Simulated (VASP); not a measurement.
# TePb (P6_3mc) in VASP: further runs, part 2 of 2

VASP 6.6.1. Earlier steps stand in the parts before.

### 3 Single point, PBE (42.65 Å³/atom)

This run uses another cell than the first one, of 42.65 Å³/atom.

Contents of INCAR:

```
SYSTEM = TePb
  ALGO = Normal
  EDIFF = 1E-6
  ENCUT = 500
  GGA = PE
  GGA_COMPAT = .False.
  ISIF = 2
  ISMEAR = 0
  LASPH = .True.
  LCHARG = .True.
  LELF = .True.
  LREAL = .False.
  LVHAR = .True.
  LWAVE = .False.
  NBANDS = 50
  NELM = 120
  PREC = Accurate
  SIGMA = 0.01
```

Contents of KPOINTS:

```
k-points
0
Gamma
  6 6 2
  0 0 0
```

Contents of POSCAR:

```
TePb
1.0
    5.4751036592      0.0000000000      0.0000000000
   -2.7375518296      4.7415788573      0.0000000000
    0.0000000000      0.0000000000     13.1427087477
Pb Te
4 4
Direct
    0.0000000000      0.0000000000     -0.0256610509
    0.3333333333      0.6666666667      0.2295650227
    0.0000000000      0.0000000000      0.4743389491
    0.6666666667      0.3333333333      0.7295650227
    0.0000000000      0.0000000000      0.2099116064
    0.3333333333      0.6666666667      0.4611844218
    0.0000000000      0.0000000000      0.7099116064
    0.6666666667      0.3333333333      0.9611844218
```

Potentials or basis: VASP PAW PBE potentials, release 64 (Pb_d, Te).

On the command line:

```
> cat potpaw_PBE.64/Pb_d/POTCAR potpaw_PBE.64/Te/POTCAR > POTCAR
> mpirun -np 1 vasp_std > vasp.out
```

Run time: 8.2 min. Hardware: 1 thread of Oxide Virtual Turin-like, shared host; peak memory 0.45 GiB.

Results (log left out):

- Free energy: -29.1620 eV
- Pressure: 0.9 GPa
- Largest force: 0.119 eV/Å
- Band gap on the k mesh: 1.19 eV (least direct gap 1.30 eV)

Forces on the atoms (eV/Å):
```
Pb   0.000  0.000 -0.050
Pb   0.000  0.000 -0.119
Pb   0.000  0.000 -0.050
Pb   0.000  0.000 -0.119
Te   0.000  0.000  0.053
Te   0.000  0.000  0.116
Te   0.000  0.000  0.053
Te   0.000  0.000  0.116
```

Levels at points of the mesh, in eV from the valence-band top:
```
           k point  band 38  band 39  band 40  band 41  band 42  band 43
(0.00, 0.00, 0.00)    -1.42    -1.02    -0.98     1.52     1.52     1.57
(0.50, 0.00, 0.00)    -0.98    -0.81    -0.41     1.19     2.04     2.36
(0.00, 0.00, 0.50)    -1.61    -0.73    -0.73     1.59     1.59     1.59
(0.50, 0.00, 0.50)    -1.43    -0.46    -0.46     2.12     2.12     2.70
```

Caveat: spin-orbit coupling is left out, which moves the levels of the heavy elements. A k mesh can miss the band edges.

### 4 Single point, PBE

This run uses another cell than the first one, of 42.88 Å³/atom.

Contents of INCAR:

```
PREC     = Accurate       # precision mode
ENCUT    = 500            # plane-wave cutoff, eV
EDIFF    = 1E-6           # SCF threshold, eV
ISMEAR   = 0              # smearing method
SIGMA    = 0.01           # smearing width, eV
LREAL    = F              # projectors in reciprocal space
LASPH    = T              # aspherical terms in the spheres
NELM     = 120            # most SCF steps
ALGO     = Normal         # electronic algorithm
ISIF     = 2              # what is computed and relaxed
LWAVE    = F              # write WAVECAR
LCHARG   = F              # write CHGCAR
GGA      = PE             # functional
NBANDS   = 50             # bands
GGA_COMPAT= F
```

Contents of KPOINTS:

```
Automatic mesh
0
Gamma
  6 6 2
```

Contents of POSCAR:

```
TePb
1.0
    5.5037630723      0.0000000000      0.0000000000
   -2.7518815361      4.7663986370      0.0000000000
    0.0000000000      0.0000000000     13.0776675236
Pb Te
4 4
Direct
    0.0000000000      0.0000000000     -0.0259073323
    0.3333333333      0.6666666667      0.2278096053
    0.0000000000      0.0000000000      0.4740926677
    0.6666666667      0.3333333333      0.7278096053
    0.0000000000      0.0000000000      0.2113772736
    0.3333333333      0.6666666667      0.4617204534
    0.0000000000      0.0000000000      0.7113772736
    0.6666666667      0.3333333333      0.9617204534
```

Potentials or basis: VASP PAW PBE potentials, release 64 (Pb_d, Te).

On the command line:

```
> cat potpaw_PBE.64/Pb_d/POTCAR potpaw_PBE.64/Te/POTCAR > POTCAR
> mpirun -np 1 vasp_std > vasp.out
```

OUTCAR:

```text
PREC = Accurate
   ENCUT = 500
   EDIFF = 1E-6
   ISMEAR = 0
   LREAL = F
   LASPH = T
   NELM = 120
   ISIF = 2
   GGA = PE

 ion  position               nearest neighbor table
   1  0.000  0.000  0.974-   5 3.10   8 3.18   8 3.18   8 3.18   7 3.44
   2  0.333  0.667  0.228-   6 3.06   5 3.18   5 3.18   5 3.18
   3  0.000  0.000  0.474-   7 3.10   6 3.18   6 3.18   6 3.18   5 3.44
   4  0.667  0.333  0.728-   8 3.06   7 3.18   7 3.18   7 3.18
   5  0.000  0.000  0.211-   1 3.10   2 3.18   2 3.18   2 3.18   3 3.44
   6  0.333  0.667  0.462-   2 3.06   3 3.18   3 3.18   3 3.18
   7  0.000  0.000  0.711-   3 3.10   4 3.18   4 3.18   4 3.18   1 3.44
[... 945 lines left out ...]
  in kB        4.6371262      4.6371262      8.1756491      0.0000000      0.0000000      0.0000000
  external PRESSURE =       5.8166338 kB  Pullay stress =       0.0000000 kB

 VOLUME and BASIS-vectors are now :
 -----------------------------------------------------------------------------
  energy-cutoff  :      500.00
  volume of cell :      343.07
      direct lattice vectors                 reciprocal lattice vectors
     5.503763072  0.000000000  0.000000000     0.181693868  0.104901003  0.000000000
    -2.751881536  4.766398637  0.000000000     0.000000000  0.209802007  0.000000000
     0.000000000  0.000000000 13.077667524     0.000000000  0.000000000  0.076466235

 POSITION                                       TOTAL-FORCE (eV/Angst)
 -----------------------------------------------------------------------------------
      0.00000      0.00000     12.73886         0.000000      0.000000     -0.039736
     -0.00000      3.17760      2.97922         0.000000     -0.000000     -0.048650
      0.00000      0.00000      6.20003         0.000000     -0.000000     -0.039736
      2.75188      1.58880      9.51805         0.000000     -0.000000     -0.048650
      0.00000      0.00000      2.76432         0.000000      0.000000      0.013477
     -0.00000      3.17760      6.03823         0.000000      0.000000      0.074908
      0.00000      0.00000      9.30316        -0.000000     -0.000000      0.013477
      2.75188      1.58880     12.57706        -0.000000     -0.000000      0.074908
 -----------------------------------------------------------------------------------
    total drift:                               -0.000000     -0.000000     -0.000082

  FREE ENERGIE OF THE ION-ELECTRON SYSTEM (eV)
  ---------------------------------------------------
  free  energy   TOTEN  =       -29.1750800275 eV

  energy  without entropy=      -29.1750800275  energy(sigma->0) =      -29.17508003
```

It took 6.4 min on 1 thread of Oxide Virtual Turin-like, shared host; peak memory 0.46 GiB.

Results:

```
Free energy            : -29.1751 eV
Pressure               : 0.6 GPa
Largest force          : 0.075 eV/Å
Band gap on the k mesh : 1.24 eV (least direct gap 1.35 eV)
```

Forces in eV/Å, atoms in the order of the input:
```
Pb   0.000  0.000 -0.040
Pb   0.000  0.000 -0.049
Pb   0.000  0.000 -0.040
Pb   0.000  0.000 -0.049
Te   0.000  0.000  0.013
Te   0.000  0.000  0.075
Te   0.000  0.000  0.013
Te   0.000  0.000  0.075
```

Caveat: spin-orbit coupling is left out, which moves the levels of the heavy elements. A k mesh can miss the band edges.

### 5 Summary

```tsv
cell	gap on the mesh (eV)	pressure (GPa)	largest force (eV/Å)
a = 5.418, b = 5.418, c = 13.006 Å, angles 90.0, 90.0, 120.0°, 8 atoms, atomic positions A	1.16	2.0	0.25
a = 5.475, b = 5.475, c = 13.143 Å, angles 90.0, 90.0, 120.0°, 8 atoms, atomic positions A	1.19	0.9	0.12
a = 5.504, b = 5.504, c = 13.078 Å, angles 90.0, 90.0, 120.0°, 8 atoms, atomic positions B	1.24	0.6	0.07
```

Alike in all rows: task single point; level PBE; potentials or basis VASP PAW PBE potentials, release 64 (Pb_d, Te); no spin polarisation; k mesh 6 × 6 × 2; cutoff (eV) 500; smearing gaussian 0.01 eV.

Caveats: spin-orbit coupling is left out, which moves the levels of the heavy elements.

Total energies depend on the potentials used, so only differences within one code and one set of settings carry meaning.
